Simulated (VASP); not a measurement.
# ZnSe2 (Pa-3) in VASP: further runs, part 2 of 2

VASP 6.6.1. Earlier steps stand in the parts before.

## 3. Single point, r2SCAN

File POSCAR:

```
ZnSe2
1.0
    6.3741290000      0.0000000000      0.0000000000
    0.0000000000      6.3741290000      0.0000000000
    0.0000000000      0.0000000000      6.3741290000
Zn Se
4 8
Direct
    0.5000000000      0.5000000000      0.0000000000
    0.5000000000      0.0000000000      0.5000000000
    0.0000000000      0.5000000000      0.5000000000
    0.0000000000      0.0000000000      0.0000000000
    0.1085230000      0.8914770000      0.3914770000
    0.8914770000      0.3914770000      0.1085230000
    0.3914770000      0.1085230000      0.8914770000
    0.6085230000      0.6085230000      0.6085230000
    0.8914770000      0.1085230000      0.6085230000
    0.1085230000      0.6085230000      0.8914770000
    0.6085230000      0.8914770000      0.1085230000
    0.3914770000      0.3914770000      0.3914770000
```

File INCAR.step1:

```
SYSTEM = ZnSe2
PREC     = Accurate       ! precision mode
ENCUT    = 520            ! plane-wave cutoff, eV
ISMEAR   = 0              ! smearing method
SIGMA    = 0.05           ! smearing width, eV
LREAL    = .FALSE.        ! projectors in reciprocal space
LASPH    = .TRUE.         ! aspherical terms in the spheres
NELM     = 100            ! most SCF steps
NBANDS   = 60             ! bands
GGA      = PE             ! functional
ALGO     = Normal         ! electronic algorithm
EDIFF    = 1E-4           ! SCF threshold, eV
LWAVE    = .TRUE.         ! write WAVECAR
LCHARG   = .FALSE.        ! write CHGCAR
```

File INCAR.step2:

```
SYSTEM = ZnSe2
PREC     = Accurate       ! precision mode
ENCUT    = 520            ! plane-wave cutoff, eV
EDIFF    = 1E-6           ! SCF threshold, eV
ISMEAR   = 0              ! smearing method
SIGMA    = 0.05           ! smearing width, eV
LREAL    = .FALSE.        ! projectors in reciprocal space
LASPH    = .TRUE.         ! aspherical terms in the spheres
NELM     = 100            ! most SCF steps
ALGO     = Normal         ! electronic algorithm
ISIF     = 2              ! what is computed and relaxed
LWAVE    = .FALSE.        ! write WAVECAR
LCHARG   = .FALSE.        ! write CHGCAR
METAGGA  = R2SCAN         ! meta-GGA
LMIXTAU  = .TRUE.       
NBANDS   = 60             ! bands
ISTART   = 1
```

File KPOINTS:

```
Automatic mesh
0
G
  4 4 4
  0 0 0
```

Potentials or basis: VASP PAW PBE potentials, release 64 (Zn, Se).

Launch:

```bash
$ cat potpaw_PBE.64/Zn/POTCAR potpaw_PBE.64/Se/POTCAR > POTCAR
$ cp INCAR.step1 INCAR
$ mpirun -np 1 vasp_std > vasp.out
$ cp INCAR.step2 INCAR
$ mpirun -np 1 vasp_std > vasp.out
```

OUTCAR:

```text
SYSTEM = ZnSe2
   PREC = Accurate
   ENCUT = 520
   EDIFF = 1E-6
   ISMEAR = 0
   LREAL = .FALSE.
   LASPH = .TRUE.
   NELM = 100
   ISIF = 2
   METAGGA = R2SCAN
   ISTART = 1

 ion  position               nearest neighbor table
   1  0.500  0.500  0.000-   6 2.68   7 2.68   8 2.68  10 2.68  11 2.68  12 2.68
   2  0.500  0.000  0.500-   5 2.68   7 2.68   8 2.68   9 2.68  11 2.68  12 2.68
   3  0.000  0.500  0.500-   5 2.68   6 2.68   8 2.68   9 2.68  10 2.68  12 2.68
   4  0.000  0.000  0.000-   5 2.68   6 2.68   7 2.68   9 2.68  10 2.68  11 2.68
   5  0.109  0.891  0.391-   9 2.40   3 2.68   4 2.68   2 2.68
   6  0.891  0.391  0.109-  10 2.40   3 2.68   4 2.68   1 2.68
   7  0.391  0.109  0.891-  11 2.40   2 2.68   4 2.68   1 2.68
   8  0.609  0.609  0.609-  12 2.40   2 2.68   3 2.68   1 2.68
   9  0.891  0.109  0.609-   5 2.40   3 2.68   4 2.68   2 2.68
  10  0.109  0.609  0.891-   6 2.40   3 2.68   4 2.68   1 2.68
  11  0.609  0.891  0.109-   7 2.40   2 2.68   4 2.68   1 2.68
  12  0.391  0.391  0.391-   8 2.40   2 2.68   3 2.68   1 2.68

  LATTYP: Found a simple cubic cell.
 ALAT       =     6.3741290000

  Lattice vectors:

[... 883 lines left out ...]
     59       8.2523      0.00000
     60       8.2523      0.00000

------------------------ aborting loop because EDIFF is reached ----------------------------------------

  FORCE on cell =-STRESS in cart. coord.  units (eV):
  Direction    XX          YY          ZZ          XY          YZ          ZX
  --------------------------------------------------------------------------------------
  -------------------------------------------------------------------------------------
  Total       -3.5575796     -3.5575796     -3.5575796      0.0000000      0.0000000      0.0000000
  in kB      -22.0091191    -22.0091191    -22.0091191      0.0000000      0.0000000      0.0000000
  external PRESSURE =     -22.0091191 kB  Pullay stress =       0.0000000 kB

 VOLUME and BASIS-vectors are now :
 -----------------------------------------------------------------------------
  energy-cutoff  :      520.00
  volume of cell :      258.98
      direct lattice vectors                 reciprocal lattice vectors
     6.374129000  0.000000000  0.000000000     0.156884180  0.000000000  0.000000000
     0.000000000  6.374129000  0.000000000     0.000000000  0.156884180  0.000000000
     0.000000000  0.000000000  6.374129000     0.000000000  0.000000000  0.156884180

 POSITION                                       TOTAL-FORCE (eV/Angst)
 -----------------------------------------------------------------------------------
      3.18706      3.18706      0.00000         0.000000     -0.000000     -0.000000
      3.18706      0.00000      3.18706         0.000000     -0.000000     -0.000000
      0.00000      3.18706      3.18706         0.000000     -0.000000     -0.000000
      0.00000      0.00000      0.00000         0.000000     -0.000000     -0.000000
      0.69174      5.68239      2.49532        -0.123793      0.123793      0.123793
      5.68239      2.49532      0.69174         0.123793      0.123793     -0.123793
      2.49532      0.69174      5.68239         0.123793     -0.123793      0.123793
      3.87880      3.87880      3.87880        -0.123793     -0.123793     -0.123793
      5.68239      0.69174      3.87880         0.123793     -0.123793     -0.123793
      0.69174      3.87880      5.68239        -0.123793     -0.123793      0.123793
      3.87880      5.68239      0.69174        -0.123793      0.123793     -0.123793
      2.49532      2.49532      2.49532         0.123793      0.123793      0.123793
 -----------------------------------------------------------------------------------
    total drift:                               -0.000000     -0.000000     -0.000000

  FREE ENERGIE OF THE ION-ELECTRON SYSTEM (eV)
  ---------------------------------------------------
  free  energy   TOTEN  =      -155.1849267274 eV

  energy  without entropy=     -155.1849267274  energy(sigma->0) =     -155.18492673
```

Run time: 18 min. Hardware: 1 thread of Oxide Virtual Turin-like, shared host; peak memory 0.4 GiB.

What came out:

```
Free energy            : -155.1849 eV
Pressure               : -2.2 GPa
Largest force          : 0.214 eV/Å
Band gap on the k mesh : 1.15 eV (least direct gap 1.35 eV)
```

Forces in eV/Å, atoms in the order of the input:
```
Zn   0.000  0.000  0.000
Zn   0.000  0.000  0.000
Zn   0.000  0.000  0.000
Zn   0.000  0.000  0.000
Se  -0.124  0.124  0.124
Se   0.124  0.124 -0.124
Se   0.124 -0.124  0.124
Se  -0.124 -0.124 -0.124
Se   0.124 -0.124 -0.124
Se  -0.124 -0.124  0.124
Se  -0.124  0.124 -0.124
Se   0.124  0.124  0.124
```

Levels at points of the mesh, in eV from the valence-band top:
```tsv
k point	band 46	band 47	band 48	band 49	band 50	band 51
(0.00, 0.00, 0.00)	-0.69	0.00	0.00	1.36	1.78	2.43
(0.50, 0.00, 0.00)	-1.44	-0.15	-0.15	1.60	1.60	1.65
(0.50, 0.50, 0.00)	-1.44	-1.44	-1.44	1.57	1.57	1.57
(0.50, 0.50, 0.50)	-1.91	-1.91	-1.91	1.68	1.68	1.68
```

Caveat: the PAW data sets were made with another functional, which shifts forces and pressure a little. A k mesh can miss the band edges.
